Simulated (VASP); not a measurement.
# AlFe (Pm-3m) in VASP: a series of runs

The runs below take AlFe through single point, relaxation of cell and atoms, with PBEsol.

Program: VASP 6.6.1. These are calculated values, not measurements. Logs are shortened: lines on timing, memory, paths and dates and some standing lists are left out, and cuts for length are marked.

## Step 1: The cell of the first run

It takes space group Pm-3m (No. 221, cubic). Conventional cell: a = 2.910 Å, b = 2.910 Å, c = 2.910 Å, α = 90.00°, β = 90.00°, γ = 90.00°. Al (site symmetry m-3m) has 8 Fe at 2.52 Å and 6 Al at 2.91 Å within 3.3 Å. Within 3.3 Å of Fe (site symmetry m-3m) lie 8 Al at 2.52 Å and 6 Fe at 2.91 Å.

## Step 2: Single point, PBEsol, collinear spin, ferromagnetic start

The input, INCAR:

```
PREC     = Accurate       # precision mode
ENCUT    = 520            # plane-wave cutoff, eV
EDIFF    = 1E-6           # SCF threshold, eV
ISMEAR   = 0              # smearing method
SIGMA    = 0.1            # smearing width, eV
LREAL    = False          # projectors in reciprocal space
LASPH    = True           # aspherical terms in the spheres
NELM     = 150            # most SCF steps
ALGO     = Fast           # electronic algorithm
ISIF     = 2              # what is computed and relaxed
LWAVE    = False          # write WAVECAR
LCHARG   = False          # write CHGCAR
ISPIN    = 2              # spin polarisation
MAGMOM   = 0 4            # initial moments
LORBIT   = 11             # projections on sites
LMAXMIX  = 4              # l up to which the mixer works
GGA      = PS             # functional
NBANDS   = 16             # bands
```

The input, KPOINTS:

```
Automatic mesh
0
Gamma
  6 6 6
```

The input, POSCAR:

```
AlFe
1.0
   -2.9100000000      0.0000000000      0.0000000000
    0.0000000000     -2.9100000000      0.0000000000
    0.0000000000      0.0000000000      2.9100000000
Al Fe
1 1
Direct
    0.0000000000      0.0000000000      0.0000000000
    0.5000000000      0.5000000000      0.5000000000
```

Potentials or basis: VASP PAW PBE potentials, release 64 (Al, Fe).

Run with:

```
cat potpaw_PBE.64/Al/POTCAR potpaw_PBE.64/Fe/POTCAR > POTCAR
mpirun -np 1 vasp_std > vasp.out
```

OUTCAR:

```text
PREC = Accurate
   ENCUT = 520
   EDIFF = 1E-6
   ISMEAR = 0
   LREAL = False
   LASPH = True
   NELM = 150
   ISIF = 2
   ISPIN = 2
   LORBIT = 11
   GGA = PS

 ion  position               nearest neighbor table
   1  0.000  0.000  0.000-   2 2.52   2 2.52   2 2.52   2 2.52   2 2.52   2 2.52   2 2.52   2 2.52

   2  0.500  0.500  0.500-   1 2.52   1 2.52   1 2.52   1 2.52   1 2.52   1 2.52   1 2.52   1 2.52

  LATTYP: Found a simple cubic cell.
 ALAT       =     2.9100000000

  Lattice vectors:

 A1 = (  -2.9100000000,   0.0000000000,   0.0000000000)
 A2 = (   0.0000000000,  -2.9100000000,   0.0000000000)
 A3 = (   0.0000000000,   0.0000000000,   2.9100000000)

Analysis of symmetry for initial positions (statically):
=====================================================================
 Subroutine PRICEL returns:
 Original cell was already a primitive cell.

 Routine SETGRP: Setting up the symmetry group for a
 simple cubic supercell.

 Subroutine GETGRP returns: Found 48 space group operations
 (whereof 48 operations were pure point group operations)
 out of a pool of 48 trial point group operations.

The static configuration has the point symmetry O_h .

Analysis of symmetry for dynamics (positions and initial velocities):
=====================================================================
 Subroutine PRICEL returns:
 Original cell was already a primitive cell.

 Routine SETGRP: Setting up the symmetry group for a
 simple cubic supercell.

 Subroutine GETGRP returns: Found 48 space group operations
 (whereof 48 operations were pure point group operations)
 out of a pool of 48 trial point group operations.

The dynamic configuration has the point symmetry O_h .

Analysis of structural, dynamic, and magnetic symmetry:
=====================================================================
 Subroutine PRICEL returns:
 Original cell was already a primitive cell.

 Routine SETGRP: Setting up the symmetry group for a
 simple cubic supercell.

 Subroutine GETGRP returns: Found 48 space group operations
 (whereof 48 operations were pure point group operations)
 out of a pool of 48 trial point group operations.

The overall configuration has the point symmetry O_h .

 Subroutine INISYM returns: Found 48 space group operations
 (whereof 48 operations are pure point group operations),
 and found     1 'primitive' translations

----------------------------------------------------------------------------------------

                                     Primitive cell

  volume of cell :      24.6422

  direct lattice vectors                    reciprocal lattice vectors
    -2.910000000  0.000000000  0.000000000    -0.343642612  0.000000000  0.000000000
     0.000000000 -2.910000000  0.000000000     0.000000000 -0.343642612  0.000000000
     0.000000000  0.000000000  2.910000000     0.000000000  0.000000000  0.343642612

  length of vectors
     2.910000000  2.910000000  2.910000000     0.343642612  0.343642612  0.343642612

  position of ions in fractional coordinates (direct lattice)
     0.000000000  0.000000000  0.000000000
     0.500000000  0.500000000  0.500000000

  ion indices of the primitive-cell ions
   primitive index   ion index
                 1           1
                 2           2

----------------------------------------------------------------------------------------

 KPOINTS: Automatic mesh

Automatic generation of k-mesh.
 Grid dimensions read from file:
 generate k-points for:    6    6    6

 Generating k-lattice:

  Cartesian coordinates                     Fractional coordinates (reciprocal lattice)
    -0.057273769  0.000000000  0.000000000     0.166666667  0.000000000  0.000000000
     0.000000000 -0.057273769  0.000000000     0.000000000  0.166666667  0.000000000
     0.000000000  0.000000000  0.057273769     0.000000000  0.000000000  0.166666667

  Length of vectors
     0.057273769  0.057273769  0.057273769

  Shift w.r.t. Gamma in fractional coordinates (k-lattice)
     0.000000000  0.000000000  0.000000000

 Subroutine IBZKPT returns following result:
 ===========================================

 Found     20 irreducible k-points:

 Following reciprocal coordinates:
            Coordinates               Weight
  0.000000  0.000000  0.000000      1.000000
  0.166667  0.000000  0.000000      6.000000
  0.333333  0.000000  0.000000      6.000000
  0.500000  0.000000  0.000000      3.000000
  0.166667  0.166667  0.000000     12.000000
  0.333333  0.166667  0.000000     24.000000
[... 12 lines left out ...]
  0.500000  0.500000  0.333333      6.000000
  0.500000  0.500000  0.500000      1.000000
   k-points           NKPTS =     20   k-points in BZ     NKDIM =     20   number of bands    NBANDS=     16
   number of dos      NEDOS =    301   number of ions     NIONS =      2
   total plane-waves  NPLWV =  13824
   dimension x,y,z NGX =    24 NGY =   24 NGZ =   24
   dimension x,y,z NGXF=    48 NGYF=   48 NGZF=   48
   ions per type =               1   1
   NGX,Y,Z   is equivalent  to a cutoff of  13.71, 13.71, 13.71 a.u.
   NGXF,Y,Z  is equivalent  to a cutoff of  27.42, 27.42, 27.42 a.u.
 SYSTEM =  unknown system
   PREC   = accura    normal or accurate (medium, high low for compatibility)
   ISTART =      0    job   : 0-new  1-cont  2-samecut
   ICHARG =      2    charge: 1-file 2-atom 10-const
   ISPIN  =      2    spin polarized calculation?
   LNONCOLLINEAR =      F non collinear calculations
   LSORBIT =      F    spin-orbit coupling
   LASPH  =      T    aspherical Exc in radial PAW
   ENCUT  =  520.0 eV  38.22 Ry    6.18 a.u.   5.41  5.41  5.41*2*pi/ulx,y,z
   NELM   =    150;   NELMIN=  2; NELMDL= -5     # of ELM steps
   EDIFF  = 0.1E-05   stopping-criterion for ELM
   LREAL  =      F    real-space projection
   EDIFFG = 0.1E-04   stopping-criterion for IOM
   NSW    =      0    number of steps for IOM
   IBRION =     -1    ionic relax: 0-MD 1-quasi-New 2-CG
   NFREE  =      0    steps in history (QN), initial steepest desc. (CG)
   ISIF   =      2    stress and relaxation
   ISYM   =      2    0-nonsym 1-usesym 2-fastsym
   POTIM  = 0.5000    time-step for ionic-motion
   TEBEG  =    0.0;   TEEND  =   0.0 temperature during run
   PSTRESS=    0.0 pullay stress
   NELECT =      11.0000    total number of electrons
   NUPDOWN=      -1.0000    fix difference up-down
   EMIN   =  10.00;   EMAX   =-10.00  energy-range for DOS
   EFERMI =   0.00;   METHOD = LEGACY
   ISMEAR =     0;   SIGMA  =   0.10  broadening in eV -4-tet -1-fermi 0-gaus
   EFERMI_NEDOS =   21; number of points for ismear=-14 and -15
   IALGO  =     68    algorithm
   IMIX   =      4    mixing-type and parameters
     AMIX     =   0.40;   BMIX     =  1.00
     AMIX_MAG =   1.60;   BMIX_MAG =  1.00
  volume/ion in A,a.u.               =      12.32        83.15
  Fermi-wavevector in a.u.,A,eV,Ry     =   1.251160  2.364349 21.298567  1.565401
  Thomas-Fermi vector in A             =   2.385120
   LORBIT       =     11    0 simple, 1 ext, 2 COOP (PROOUT), +10 PAW based schemes
   GGA     = PS    functional components
   LHFCALC =     F    Hartree Fock is set to
   AEXX    =    0.0000 exact exchange contribution
   IVDW    =     0    specifies the selected vdW correction
   LEPSILON=     F    determine dielectric tensor
   LRPA    =     F    only Hartree local field effects (RPA)
 spin polarized calculation
 RMM-DIIS sequential band-by-band and
 Gauss-broadening in eV      SIGMA  =   0.10
  energy-cutoff  :      520.00
  volume of cell :       24.64
 maximum number of plane-waves:       691
 NGX is ok and might be reduce to    24
   NGX = 11   NGY = 11   NGZ = 11

 number of electron      10.9999994 magnetization       0.7321791

 Free energy of the ion-electron system (eV)
  ---------------------------------------------------
  ext. energy  EPLUGINS =         0.00000000
  ---------------------------------------------------
  free energy    TOTEN  =       -13.68935234 eV

  energy without entropy =      -13.67934153  energy(sigma->0) =      -13.68434694

 E-fermi :   7.4793     XC(G=0): -12.0843

 val. band max:        7.4206278463   @ k =   0.5000   0.3333   0.0000
 cond. band min:       7.4996536353   @ k =   0.3333   0.1667   0.1667
 fundamental gap:      0.0790257890
 Fermi energy:         7.4792718519

 spin component 1

 k-point     1 :       0.0000    0.0000    0.0000
  band No.  band energies     occupation
      1      -2.6848      1.00000
      2       5.1018      1.00000
      3       5.1018      1.00000
      4       7.0906      1.00000
      5       7.0906      1.00000
      6       7.0906      1.00000
[... 8 lines left out ...]
     15      28.7850      0.00000
     16      30.7594      0.00000

 k-point     2 :       0.1667    0.0000    0.0000
  band No.  band energies     occupation
      1      -2.1804      1.00000
      2       5.0002      1.00000
      3       5.2385      1.00000
      4       6.8317      1.00000
      5       6.8317      1.00000
      6       7.1187      1.00000
[... 8 lines left out ...]
     15      27.4766      0.00000
     16      28.7631      0.00000

 k-point     3 :       0.3333    0.0000    0.0000
  band No.  band energies     occupation
      1      -0.7200      1.00000
      2       3.8994      1.00000
      3       5.5306      1.00000
      4       6.3893      1.00000
      5       6.3893      1.00000
      6       7.1756      0.99999
[... 8 lines left out ...]
     15      25.9825      0.00000
     16      28.7223      0.00000
[... 286 lines left out ...]
 k-point    19 :       0.5000    0.5000    0.3333
  band No.  band energies     occupation
      1       3.6181      1.00000
      2       4.2186      1.00000
      3       4.2186      1.00000
      4       6.9465      1.00000
      5       7.9185      0.00000
      6       9.0796      0.00000
[... 8 lines left out ...]
     15      34.4566      0.00000
     16      34.8272      0.00000

 k-point    20 :       0.5000    0.5000    0.5000
  band No.  band energies     occupation
      1       4.0086      1.00000
      2       4.0086      1.00000
      3       4.0086      1.00000
      4       7.9281      0.00000
      5       7.9281      0.00000
      6      10.4152      0.00000
[... 8 lines left out ...]
     15      34.8827      0.00000
     16      38.7965      0.00000
 Fermi energy:         7.4792718519

 spin component 2

 k-point     1 :       0.0000    0.0000    0.0000
  band No.  band energies     occupation
      1      -2.6608      1.00000
      2       5.4588      1.00000
      3       5.4588      1.00000
      4       7.9698      0.00000
      5       7.9698      0.00000
      6       7.9698      0.00000
[... 8 lines left out ...]
     15      28.8507      0.00000
     16      30.7594      0.00000

 k-point     2 :       0.1667    0.0000    0.0000
  band No.  band energies     occupation
      1      -2.1568      1.00000
      2       5.3067      1.00000
      3       5.6075      1.00000
      4       7.6696      0.00355
      5       7.6696      0.00355
      6       8.0013      0.00000
[... 8 lines left out ...]
     15      27.5284      0.00000
     16      28.8107      0.00000

 k-point     3 :       0.3333    0.0000    0.0000
  band No.  band energies     occupation
      1      -0.6965      1.00000
      2       4.0254      1.00000
      3       5.9281      1.00000
      4       7.1743      0.99999
      5       7.1743      0.99999
      6       8.0650      0.00000
[... 8 lines left out ...]
     15      26.0379      0.00000
     16      28.7246      0.00000
[... 286 lines left out ...]
 k-point    19 :       0.5000    0.5000    0.3333
  band No.  band energies     occupation
      1       4.0016      1.00000
      2       4.6280      1.00000
      3       4.6280      1.00000
      4       7.3364      0.97835
      5       8.4416      0.00000
      6       9.3608      0.00000
[... 8 lines left out ...]
     15      34.3641      0.00000
     16      34.8350      0.00000

 k-point    20 :       0.5000    0.5000    0.5000
  band No.  band energies     occupation
      1       4.4542      1.00000
      2       4.4542      1.00000
      3       4.4542      1.00000
      4       8.4517      0.00000
      5       8.4517      0.00000
      6      10.4908      0.00000
[... 8 lines left out ...]
     15      34.7899      0.00000
     16      38.7829      0.00000

------------------------ aborting loop because EDIFF is reached ----------------------------------------

  FORCE on cell =-STRESS in cart. coord.  units (eV):
  Direction    XX          YY          ZZ          XY          YZ          ZX
  --------------------------------------------------------------------------------------
  -------------------------------------------------------------------------------------
  Total       -1.6817641     -1.6817641     -1.6817641     -0.0000000      0.0000000      0.0000000
  in kB     -109.3444386   -109.3444386   -109.3444386     -0.0000000      0.0000000      0.0000000
  external PRESSURE =    -109.3444386 kB  Pullay stress =       0.0000000 kB

 VOLUME and BASIS-vectors are now :
 -----------------------------------------------------------------------------
  energy-cutoff  :      520.00
  volume of cell :       24.64
      direct lattice vectors                 reciprocal lattice vectors
    -2.910000000  0.000000000  0.000000000    -0.343642612  0.000000000  0.000000000
     0.000000000 -2.910000000  0.000000000     0.000000000 -0.343642612  0.000000000
     0.000000000  0.000000000  2.910000000     0.000000000  0.000000000  0.343642612

 POSITION                                       TOTAL-FORCE (eV/Angst)
 -----------------------------------------------------------------------------------
      0.00000      0.00000      0.00000         0.000000      0.000000      0.000000
     -1.45500     -1.45500      1.45500         0.000000      0.000000      0.000000
 -----------------------------------------------------------------------------------
    total drift:                               -0.000000      0.000000     -0.000000

  FREE ENERGIE OF THE ION-ELECTRON SYSTEM (eV)
  ---------------------------------------------------
  free  energy   TOTEN  =       -13.6893523446 eV

  energy  without entropy=      -13.6793415346  energy(sigma->0) =      -13.68434694

 total charge

# of ion       s       p       d       tot
------------------------------------------
    1        0.394   0.418   0.000   0.812
    2        0.423   0.481   6.448   7.351
--------------------------------------------------
tot          0.817   0.899   6.448   8.163

 magnetization (x)

# of ion       s       p       d       tot
------------------------------------------
    1       -0.008  -0.013   0.000  -0.021
    2       -0.003   0.009   0.759   0.765
--------------------------------------------------
tot         -0.011  -0.004   0.759   0.744
```

Run time: 16 s. Hardware: 1 thread of Intel Xeon Platinum 8259CL at 2.50GHz (Skylake/Cascade Lake), shared host; peak memory 0.15 GiB.

Results:

| Property | Result |
| --- | --- |
| Free energy | -13.6894 eV |
| Pressure | -10.9 GPa |
| Net moment | 0.73 μB per cell |
| Site moments | Al -0.02; Fe +0.77 μB |
| Valence electrons inside the program's atomic spheres | Al 0.81; Fe 7.35 |

Levels at points of the mesh, in eV from the Fermi level:
Spin up:
```tsv
k point	band 2	band 3	band 4	band 5	band 6	band 7	band 8	band 9	band 10	band 11
(0.00, 0.00, 0.00)	-2.38	-2.38	-0.39	-0.39	-0.39	6.17	6.17	6.17	9.17	9.17
(0.50, 0.00, 0.00)	-5.85	-1.79	-1.28	-1.28	-0.27	0.83	8.69	10.81	10.81	11.57
(0.50, 0.50, 0.00)	-2.43	-2.04	-2.04	-1.06	-1.06	0.41	3.08	3.81	12.44	15.76
(0.50, 0.50, 0.50)	-3.47	-3.47	0.45	0.45	2.94	2.94	2.94	3.98	5.72	5.72
```
Spin down:
```csv
k point,band 1,band 2,band 3,band 4,band 5,band 6,band 7,band 8,band 9,band 10
"(0.00, 0.00, 0.00)",-10.14,-2.02,-2.02,0.49,0.49,0.49,6.21,6.21,6.21,9.26
"(0.50, 0.00, 0.00)",-6.09,-5.76,-1.38,-0.52,-0.52,0.62,1.32,8.61,10.91,10.91
"(0.50, 0.50, 0.00)",-4.50,-2.13,-2.02,-2.02,-0.25,-0.25,0.93,3.42,4.39,12.40
"(0.50, 0.50, 0.50)",-3.03,-3.03,-3.03,0.97,0.97,3.01,3.01,3.01,3.93,6.16
```

Caveat: the cell stands under tension; the PAW data sets were made with another functional, which shifts forces and pressure a little.

## Step 3: Relaxation of cell and atoms, PBEsol, collinear spin, ferromagnetic start

The input, INCAR:

```
SYSTEM = AlFe
ALGO = Normal ; EDIFF = 1E-7
EDIFFG = -0.05 ; ENCUT = 600
GGA = PS ; IBRION = 2
ISIF = 3 ; ISMEAR = 0
ISPIN = 2 ; LASPH = .TRUE.
LCHARG = .FALSE. ; LMAXMIX = 4
LORBIT = 11 ; LREAL = .FALSE.
LWAVE = .FALSE. ; MAGMOM = 0 0.84
NELM = 150 ; NSW = 100
PREC = Accurate ; SIGMA = 0.1
```

The input, KPOINTS:

```
k-points
0
G
  6 6 6
  0 0 0
```

POSCAR is that of step 2.

Potentials or basis: VASP PAW PBE potentials, release 64 (Al, Fe).

Run with:

```
cat potpaw_PBE.64/Al/POTCAR potpaw_PBE.64/Fe/POTCAR > POTCAR
mpirun -np 1 vasp_std > vasp.out
```

Run time: 28 s. Hardware: 1 thread of Intel Xeon Platinum 8259CL at 2.50GHz (Skylake/Cascade Lake), shared host; peak memory 0.16 GiB.

It converged, with:

```yaml
Free_energy: -13.7471 eV
Relaxed_volume: 11.53 Å³/atom
Relaxed_cell: a = 2.846 Å, b = 2.846 Å, c = 2.846 Å, α = 90.00°, β = 90.00°, γ = 90.00°
Space_group_after_relaxing_to_0.1_Å: Pm-3m (No. 221)
Energy_gained_by_relaxing: 29.0 meV/atom
Ionic_steps: 3
Pressure_after_relaxing: -0.1 GPa
Net_moment: 0.69 μB per cell
Site_moments: Al -0.02; Fe +0.72 μB
Valence_electrons_inside_the_program's_atomic_spheres: Al 0.85; Fe 7.49
```

The path:
```csv
step,energy change (eV),largest force (eV/Å),pressure (GPa),volume (Å³)
1,0.0000,0.0000,-10.99,24.64
2,-0.0100,0.0000,12.48,21.75
3,-0.0580,0.0000,-0.08,23.06
```

Final structure:
```yaml
crystal:
  lattice:
    - [-2.84635, 0.00000, 0.00000]
    - [0.00000, -2.84635, 0.00000]
    - [0.00000, 0.00000, 2.84635]
  atoms:
    - { symbol: Al, position: [0.00000, 0.00000, 0.00000] }
    - { symbol: Fe, position: [0.50000, 0.50000, 0.50000] }
```

Levels at points of the mesh, in eV from the Fermi level:
Spin up:
| k point | band 4 | band 5 | band 6 | band 7 | band 8 | band 9 |
| --- | --- | --- | --- | --- | --- | --- |
| (0.00, 0.00, 0.00) | -0.30 | -0.30 | -0.30 | 6.60 | 6.60 | 6.60 |
| (0.50, 0.00, 0.00) | -1.29 | -1.29 | -0.17 | 1.03 | 8.86 | 11.29 |
| (0.50, 0.50, 0.00) | -2.07 | -1.05 | -1.05 | 0.56 | 3.43 | 4.34 |
| (0.50, 0.50, 0.50) | 0.60 | 0.60 | 3.06 | 3.06 | 3.06 | 4.65 |
Spin down:
```
           k point  band 1  band 2  band 3  band 4  band 5  band 6  band 7  band 8  band 9
(0.00, 0.00, 0.00)  -10.48   -2.22   -2.22    0.53    0.53    0.53    6.65    6.65    6.65
(0.50, 0.00, 0.00)   -6.20   -5.99   -1.51   -0.56   -0.56    0.67    1.49    8.79   11.39
(0.50, 0.50, 0.00)   -4.70   -2.28   -2.05   -2.05   -0.30   -0.30    1.05    3.75    4.90
(0.50, 0.50, 0.50)   -3.24   -3.24   -3.24    1.09    1.09    3.14    3.14    3.14    4.61
```

Caveat: the PAW data sets were made with another functional, which shifts forces and pressure a little.
